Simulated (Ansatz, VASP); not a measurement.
**NaB: VASP beside Ansatz**

```
Na B
1.0
     0.00000    2.68387    2.68387
     2.68387    0.00000    2.68387
     2.68387    2.68387    0.00000
Na B
1 1
Direct
  0.00000 0.00000 0.00000
  0.50000 0.50000 0.50000
```

Alike in both runs: task single point; functional LDA; k mesh 6 × 6 × 6; occupations gaussian, width 0.1 eV; no spin polarisation.

|  | VASP | Ansatz |
| --- | --- | --- |
| version | VASP 6.6.1 | Ansatz 0.2.0 |
| potentials or method | VASP PAW LDA potentials, release 64 (Na_pv, B), cutoff 500 eV | scalar-relativistic, plane waves, PAW |
| valence electrons in the cell | 10 | 12 |

|  | VASP | Ansatz | Ansatz less VASP |
| --- | --- | --- | --- |
| gap on the k mesh at the Fermi level (eV) | none | none | - |
| pressure (GPa) | -2.3 | -2.3 | -0.01 |

LDA's correlation is that of Perdew and Zunger in VASP and of Perdew and Wang (1992) in Ansatz. A gap of «none» marks a metal or a gap that the smearing closes. VASP's potentials hold 10 valence electrons a cell and Ansatz's 12, so a difference there can come from the potentials and not from the codes.
